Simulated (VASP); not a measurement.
# GaN (NiAs type) (P6_3/mmc) in VASP: notebook

Runs on GaN (NiAs type). Level: PBE. Tasks: single point, relaxation of cell and atoms.

Everything below comes from runs of VASP 6.6.1. Logs are shortened: lines on timing, memory, paths and dates and some standing lists are left out, and cuts for length are marked.

**1. The cell of the first run**

It takes space group P6_3/mmc (No. 194, hexagonal). Conventional cell: a = 2.626 Å, b = 2.626 Å, c = 4.596 Å, α = 90.00°, β = 90.00°, γ = 120.00°. Ga (site symmetry -3m) has 6 N at 1.90 Å and 2 Ga at 2.30 Å within 2.5 Å. Within 2.5 Å of N (site symmetry -6m2) lie 6 Ga at 1.90 Å.

**2. Single point, PBE**

INCAR reads:

```
PREC = Accurate ; ENCUT = 520
EDIFF = 1E-7 ; ISMEAR = -1
SIGMA = 0.1 ; LREAL = False
LASPH = True ; NELM = 80
ALGO = Normal ; ISIF = 2
LWAVE = False ; LCHARG = False
GGA = PE ; NBANDS = 26
```

KPOINTS reads:

```
Automatic mesh
0
Gamma
  12 12 7
```

POSCAR reads:

```
GaN
1.0
    2.6255619106      0.0000000000      0.0000000000
   -1.3127809553      2.2738033138      0.0000000000
    0.0000000000      0.0000000000      4.5959484880
Ga N
2 2
Direct
    0.0000000000      0.0000000000      0.0000000000
    0.0000000000      0.0000000000      0.5000000000
    0.3333333333      0.6666666667      0.2500000000
    0.6666666667      0.3333333333      0.7500000000
```

Potentials or basis: VASP PAW PBE potentials, release 64 (Ga_d, N).

On the command line:

```bash
$ cat potpaw_PBE.64/Ga_d/POTCAR potpaw_PBE.64/N/POTCAR > POTCAR
$ mpirun -np 1 vasp_std > vasp.out
```

OUTCAR:

```text
PREC = Accurate
   ENCUT = 520
   EDIFF = 1E-7
   ISMEAR = -1
   LREAL = False
   LASPH = True
   NELM = 80
   ISIF = 2
   GGA = PE

 ion  position               nearest neighbor table
   1  0.000  0.000  0.000-   3 1.90   4 1.90   4 1.90   3 1.90   4 1.90   3 1.90   2 2.30   2 2.30

   2  0.000  0.000  0.500-   3 1.90   4 1.90   4 1.90   3 1.90   4 1.90   3 1.90   1 2.30   1 2.30

   3  0.333  0.667  0.250-   1 1.90   2 1.90   1 1.90   2 1.90   1 1.90   2 1.90
   4  0.667  0.333  0.750-   1 1.90   2 1.90   1 1.90   2 1.90   1 1.90   2 1.90

  LATTYP: Found a hexagonal cell.
 ALAT       =     2.6255619106
 C/A-ratio  =     1.7504628131

  Lattice vectors:

 A1 = (   2.6255619106,   0.0000000000,   0.0000000000)
 A2 = (  -1.3127809553,   2.2738033138,   0.0000000000)
 A3 = (   0.0000000000,   0.0000000000,   4.5959484880)

Analysis of symmetry for initial positions (statically):
=====================================================================
 Subroutine PRICEL returns:
 Original cell was already a primitive cell.

 Routine SETGRP: Setting up the symmetry group for a
 hexagonal supercell.

 Subroutine GETGRP returns: Found 24 space group operations
 (whereof 12 operations were pure point group operations)
 out of a pool of 24 trial point group operations.

The static configuration has the point symmetry D_3d.
 The point group associated with its full space group is D_6h.

Analysis of symmetry for dynamics (positions and initial velocities):
=====================================================================
 Subroutine PRICEL returns:
 Original cell was already a primitive cell.

 Routine SETGRP: Setting up the symmetry group for a
 hexagonal supercell.

 Subroutine GETGRP returns: Found 24 space group operations
 (whereof 12 operations were pure point group operations)
 out of a pool of 24 trial point group operations.

The dynamic configuration has the point symmetry D_3d.
 The point group associated with its full space group is D_6h.

 Subroutine INISYM returns: Found 24 space group operations
 (whereof 12 operations are pure point group operations),
 and found     1 'primitive' translations

----------------------------------------------------------------------------------------

                                     Primitive cell

  volume of cell :      27.4379

  direct lattice vectors                    reciprocal lattice vectors
     2.625561911  0.000000000  0.000000000     0.380870851  0.219895889  0.000000000
    -1.312780955  2.273803314  0.000000000     0.000000000  0.439791777  0.000000000
     0.000000000  0.000000000  4.595948488     0.000000000  0.000000000  0.217582943

  length of vectors
     2.625561911  2.625561911  4.595948488     0.439791777  0.439791777  0.217582943

  position of ions in fractional coordinates (direct lattice)
     0.000000000  0.000000000  0.000000000
     0.000000000  0.000000000  0.500000000
     0.333333333  0.666666667  0.250000000
     0.666666667  0.333333333  0.750000000

  ion indices of the primitive-cell ions
   primitive index   ion index
                 1           1
                 2           2
                 3           3
                 4           4

----------------------------------------------------------------------------------------

 KPOINTS: Automatic mesh

Automatic generation of k-mesh.
 Grid dimensions read from file:
 generate k-points for:   12   12    7

 Generating k-lattice:

  Cartesian coordinates                     Fractional coordinates (reciprocal lattice)
     0.031739238  0.018324657  0.000000000     0.083333333  0.000000000  0.000000000
     0.000000000  0.036649315  0.000000000     0.000000000  0.083333333  0.000000000
     0.000000000  0.000000000  0.031083278     0.000000000  0.000000000  0.142857143

  Length of vectors
     0.036649315  0.036649315  0.031083278

  Shift w.r.t. Gamma in fractional coordinates (k-lattice)
     0.000000000  0.000000000  0.000000000

 Subroutine IBZKPT returns following result:
 ===========================================

 Found     76 irreducible k-points:

 Following reciprocal coordinates:
            Coordinates               Weight
  0.000000  0.000000  0.000000      1.000000
  0.083333  0.000000  0.000000      6.000000
  0.166667  0.000000  0.000000      6.000000
  0.250000  0.000000  0.000000      6.000000
  0.333333  0.000000  0.000000      6.000000
  0.416667  0.000000  0.000000      6.000000
[... 16 lines left out ...]
  0.250000  0.000000  0.142857     12.000000
  0.333333  0.000000  0.142857     12.000000
 [... further k-points ...]
   k-points           NKPTS =     76   k-points in BZ     NKDIM =     76   number of bands    NBANDS=     26
   number of dos      NEDOS =    301   number of ions     NIONS =      4
   total plane-waves  NPLWV =  14400
   dimension x,y,z NGX =    20 NGY =   20 NGZ =   36
   dimension x,y,z NGXF=    40 NGYF=   40 NGZF=   72
   ions per type =               2   2
   NGX,Y,Z   is equivalent  to a cutoff of  12.66, 12.66, 13.02 a.u.
   NGXF,Y,Z  is equivalent  to a cutoff of  25.33, 25.33, 26.04 a.u.
 SYSTEM =  unknown system
   PREC   = accura    normal or accurate (medium, high low for compatibility)
   ISTART =      0    job   : 0-new  1-cont  2-samecut
   ICHARG =      2    charge: 1-file 2-atom 10-const
   ISPIN  =      1    spin polarized calculation?
   LNONCOLLINEAR =      F non collinear calculations
   LSORBIT =      F    spin-orbit coupling
   LASPH  =      T    aspherical Exc in radial PAW
   ENCUT  =  520.0 eV  38.22 Ry    6.18 a.u.   4.88  4.88  8.55*2*pi/ulx,y,z
   NELM   =     80;   NELMIN=  2; NELMDL= -5     # of ELM steps
   EDIFF  = 0.1E-06   stopping-criterion for ELM
   LREAL  =      F    real-space projection
   EDIFFG = 0.1E-05   stopping-criterion for IOM
   NSW    =      0    number of steps for IOM
   IBRION =     -1    ionic relax: 0-MD 1-quasi-New 2-CG
   NFREE  =      0    steps in history (QN), initial steepest desc. (CG)
   ISIF   =      2    stress and relaxation
   ISYM   =      2    0-nonsym 1-usesym 2-fastsym
   POTIM  = 0.5000    time-step for ionic-motion
   TEBEG  =    0.0;   TEEND  =   0.0 temperature during run
   PSTRESS=    0.0 pullay stress
   NELECT =      36.0000    total number of electrons
   NUPDOWN=      -1.0000    fix difference up-down
   EMIN   =  10.00;   EMAX   =-10.00  energy-range for DOS
   EFERMI =   0.00;   METHOD = LEGACY
   ISMEAR =    -1;   SIGMA  =   0.10  broadening in eV -4-tet -1-fermi 0-gaus
   EFERMI_NEDOS =   21; number of points for ismear=-14 and -15
   IALGO  =     38    algorithm
   IMIX   =      4    mixing-type and parameters
     AMIX     =   0.40;   BMIX     =  1.00
     AMIX_MAG =   1.60;   BMIX_MAG =  1.00
  volume/ion in A,a.u.               =       6.86        46.29
  Fermi-wavevector in a.u.,A,eV,Ry     =   1.792224  3.386812 43.702811  3.212066
  Thomas-Fermi vector in A             =   2.854631
   LORBIT       =      0    0 simple, 1 ext, 2 COOP (PROOUT), +10 PAW based schemes
   GGA     = PE    functional components
[... 5 lines left out ...]
 non-spin polarized calculation
  energy-cutoff  :      520.00
  volume of cell :       27.44
 maximum number of plane-waves:       756
 NGX is ok and might be reduce to    20
   NGX =  9   NGY =  9   NGZ = 17

 number of electron      36.0000040 magnetization

 Free energy of the ion-electron system (eV)
  ---------------------------------------------------
  ext. energy  EPLUGINS =         0.00000000
  ---------------------------------------------------
  free energy    TOTEN  =       -17.09615713 eV

  energy without entropy =      -17.09615713  energy(sigma->0) =      -17.09615713

 E-fermi :  14.6385     XC(G=0): -14.9922

 val. band max:       12.9155440487   @ k =   0.0833   0.0000   0.0000
 cond. band min:      16.0977956428   @ k =   0.3333   0.3333   0.0000
 fundamental gap:      3.1822515941
 Fermi energy:        14.6385251085

 k-point     1 :       0.0000    0.0000    0.0000
  band No.  band energies     occupation
      1      -8.5441      2.00000
      2      -4.3516      2.00000
      3      -2.5501      2.00000
      4      -2.4871      2.00000
      5      -2.1820      2.00000
      6      -2.1820      2.00000
[... 18 lines left out ...]
     25      30.2897      0.00000
     26      31.3203      0.00000

 k-point     2 :       0.0833    0.0000    0.0000
  band No.  band energies     occupation
      1      -8.3745      2.00000
      2      -4.4391      2.00000
      3      -2.5345      2.00000
      4      -2.3796      2.00000
      5      -2.1592      2.00000
      6      -2.0336      2.00000
[... 18 lines left out ...]
     25      28.6027      0.00000
     26      28.6474      0.00000

 k-point     3 :       0.1667    0.0000    0.0000
  band No.  band energies     occupation
      1      -7.8766      2.00000
      2      -4.6215      2.00000
      3      -2.4953      2.00000
      4      -2.1398      2.00000
      5      -2.1227      2.00000
      6      -1.9514      2.00000
[... 18 lines left out ...]
     25      27.5754      0.00000
     26      27.7809      0.00000

 k-point     4 :       0.2500    0.0000    0.0000
  band No.  band energies     occupation
      1      -7.0915      2.00000
      2      -4.7843      2.00000
      3      -2.4529      2.00000
      4      -2.1311      2.00000
      5      -2.1231      2.00000
      6      -2.0370      2.00000
[... 18 lines left out ...]
     25      26.0750      0.00000
     26      29.2073      0.00000
[... 496 lines left out ...]
      1      -7.7604      2.00000
      2      -4.8556      2.00000
      3      -2.4521      2.00000
      4      -2.1785      2.00000
      5      -2.0877      2.00000
      6      -1.9365      2.00000
[... 18 lines left out ...]
     25      27.3911      0.00000
     26      27.9599      0.00000

 k-point    23 :       0.2500    0.0000    0.1429
  band No.  band energies     occupation
      1      -6.9885      2.00000
      2      -4.8933      2.00000
      3      -2.4088      2.00000
      4      -2.1472      2.00000
      5      -2.0920      2.00000
      6      -2.0385      2.00000
[... 18 lines left out ...]
     25      26.2779      0.00000
     26      29.1255      0.00000

 k-point    24 :       0.3333    0.0000    0.1429
  band No.  band energies     occupation
      1      -6.0687      2.00000
      2      -4.8569      2.00000
      3      -2.4204      2.00000
      4      -2.2875      2.00000
      5      -2.1366      2.00000
      6      -2.1279      2.00000
[... 18 lines left out ...]
     25      26.3390      0.00000
     26      30.4464      0.00000

 [... further k-points ...]
[... 5 lines left out ...]
  --------------------------------------------------------------------------------------
  -------------------------------------------------------------------------------------
  Total       29.3699042     29.3699042     29.4078693     -0.0000000      0.0000000     -0.0000000
  in kB     1714.9947759   1714.9947759   1717.2116716     -0.0000000      0.0000000     -0.0000000
  external PRESSURE =    1715.7337411 kB  Pullay stress =       0.0000000 kB

 VOLUME and BASIS-vectors are now :
 -----------------------------------------------------------------------------
  energy-cutoff  :      520.00
  volume of cell :       27.44
      direct lattice vectors                 reciprocal lattice vectors
     2.625561911  0.000000000  0.000000000     0.380870851  0.219895889  0.000000000
    -1.312780955  2.273803314  0.000000000     0.000000000  0.439791777  0.000000000
     0.000000000  0.000000000  4.595948488     0.000000000  0.000000000  0.217582943

 POSITION                                       TOTAL-FORCE (eV/Angst)
 -----------------------------------------------------------------------------------
      0.00000      0.00000      0.00000         0.000000     -0.000000      0.000000
      0.00000      0.00000      2.29797         0.000000     -0.000000      0.000000
     -0.00000      1.51587      1.14899         0.000000      0.000000      0.000000
      1.31278      0.75793      3.44696        -0.000000      0.000000     -0.000000
 -----------------------------------------------------------------------------------
    total drift:                               -0.000000      0.000000      0.000000

  FREE ENERGIE OF THE ION-ELECTRON SYSTEM (eV)
  ---------------------------------------------------
  free  energy   TOTEN  =       -17.0961571322 eV

  energy  without entropy=      -17.0961571253  energy(sigma->0) =      -17.09615713
```

Run time: 28 s. Hardware: 1 thread of AMD EPYC 9R45 (Zen 5), shared host; peak memory 0.14 GiB.

Results:

```yaml
Free_energy: -17.0962 eV
Pressure: 171.6 GPa
Band_gap_on_the_k_mesh: 3.18 eV, indirect (least direct gap 5.09 eV)
```

**3. Single point, PBE**

INCAR reads:

```
ALGO = Normal
EDIFF = 1E-7
ENCUT = 520
GGA = PE
ISIF = 2
ISMEAR = -1
LASPH = True
LCHARG = False
LREAL = False
LWAVE = False
NBANDS = 26
NELM = 80
PREC = Accurate
SIGMA = 0.1
```

KPOINTS reads:

```
k-points
0
Gamma
  12 12 7
```

POSCAR reads:

```
GaN
1.0
    2.6255619102      0.0000000000      0.0000000000
   -1.3127809551      2.2738033134      0.0000000000
    0.0000000000      0.0000000000      4.5959484886
Ga N
2 2
Direct
    0.0000000000      0.0000000000      0.0000000000
    0.0000000000      0.0000000000      0.5000000000
    0.3333333333      0.6666666667      0.2500000000
    0.6666666667      0.3333333333      0.7500000000
```

Potentials or basis: VASP PAW PBE potentials, release 64 (Ga_d, N).

On the command line:

```bash
$ cat potpaw_PBE.64/Ga_d/POTCAR potpaw_PBE.64/N/POTCAR > POTCAR
$ mpirun -np 1 vasp_std > vasp.out
```

Wall time 71 s (1 thread of AMD EPYC 7R43 (Zen 3), shared host); peak memory 0.13 GiB.

The run converged. Its results:

```yaml
Free_energy: -17.0962 eV
Pressure: 171.6 GPa
Band_gap_on_the_k_mesh: 3.18 eV, indirect (least direct gap 5.09 eV)
```

Stress tensor (GPa, compression positive):
```
171.50   0.00   0.00
  0.00 171.50   0.00
  0.00   0.00 171.72
```

Levels at points of the mesh, in eV from the valence-band top:
```csv
k point,band 16,band 17,band 18,band 19,band 20,band 21
"(0.00, 0.00, 0.00)",-1.03,-0.01,-0.01,5.88,6.84,12.95
"(0.50, 0.00, 0.00)",-4.23,-3.35,-0.32,5.75,6.64,7.16
```

**4. Relaxation of cell and atoms, PBE, target pressure 170 GPa, at which the enthalpy is minimised**

This run uses another cell than the first one, of 6.81 Å³/atom, 0.992 times its volume.

INCAR reads:

```
SYSTEM = GaN
ALGO = Normal ; EDIFF = 1E-6
EDIFFG = -0.005 ; ENCUT = 600
GGA = PE ; IBRION = 2
ISIF = 3 ; ISMEAR = -1
LASPH = .TRUE. ; LCHARG = .FALSE.
LREAL = .FALSE. ; LWAVE = .FALSE.
NELM = 80 ; NSW = 60
PREC = Accurate ; PSTRESS = 1700.0
SIGMA = 0.1
```

KPOINTS reads:

```
k-points
0
G
  12 12 7
  0 0 0
```

POSCAR reads:

```
GaN
1.0
    2.7270224446      0.0000000000      0.0000000000
   -1.3635112223      2.3616707137      0.0000000000
    0.0000000000      0.0000000000      4.2268847891
Ga N
2 2
Direct
    0.0000000000      0.0000000000      0.0000000000
    0.0000000000      0.0000000000      0.5000000000
    0.3333333333      0.6666666667      0.2500000000
    0.6666666667      0.3333333333      0.7500000000
```

On the command line:

```bash
$ cat potpaw_PBE.64/Ga_d/POTCAR potpaw_PBE.64/N/POTCAR > POTCAR
$ mpirun -np 1 vasp_std > vasp.out
```

Run time: 3.6 min. Hardware: 1 thread of Intel Xeon Platinum 8488C (Sapphire Rapids), shared host; peak memory 0.19 GiB.

The run converged. Its results:

- Free energy: -17.1549 eV
- Relaxed volume: 6.87 Å³/atom
- Relaxed cell: a = 2.627 Å, b = 2.627 Å, c = 4.599 Å, α = 90.00°, β = 90.00°, γ = 120.00°
- Space group after relaxing (to 0.05 Å): P6_3/mmc (No. 194)
- Energy change on relaxing (the enthalpy is what falls): -276.4 meV/atom
- Ionic steps: 10
- Pressure after relaxing: 169.9 GPa
- Band gap on the k mesh: 3.17 eV, indirect (least direct gap 5.07 eV)

The path:
```csv
step,energy change (eV),largest force (eV/Å),pressure (GPa),volume (Å³)
1,0.0000,0.0000,189.22,27.22
2,-2.6335,0.0000,102.46,30.05
3,-2.1704,0.0000,139.98,28.60
4,-2.0592,0.0000,143.65,28.50
5,2.3106,0.0000,255.18,25.05
6,-1.1861,0.0000,167.75,27.57
7,-1.1244,0.0000,169.37,27.51
8,-1.1035,0.0000,170.02,27.49
9,-1.1063,0.0000,169.98,27.49
10,-1.1055,0.0000,169.93,27.49
```

Final structure:
```yaml
crystal:
  lattice:
    - [2.62713, 0.00000, 0.00000]
    - [-1.31357, 2.27517, 0.00000]
    - [0.00000, 0.00000, 4.59910]
  atoms:
    - { symbol: Ga, position: [0.00000, 0.00000, 0.00000] }
    - { symbol: Ga, position: [0.00000, 0.00000, 0.50000] }
    - { symbol: N, position: [0.33333, 0.66667, 0.25000] }
    - { symbol: N, position: [0.66667, 0.33333, 0.75000] }
```

Levels at points of the mesh, in eV from the valence-band top:
```csv
k point,band 16,band 17,band 18,band 19,band 20,band 21
"(0.00, 0.00, 0.00)",-1.03,-0.01,-0.01,5.85,6.83,12.93
"(0.50, 0.00, 0.00)",-4.22,-3.35,-0.32,5.74,6.63,7.15
```

Caveat: the cell is relaxed towards a set pressure, so the enthalpy falls and the energy may rise. A k mesh can miss the band edges.
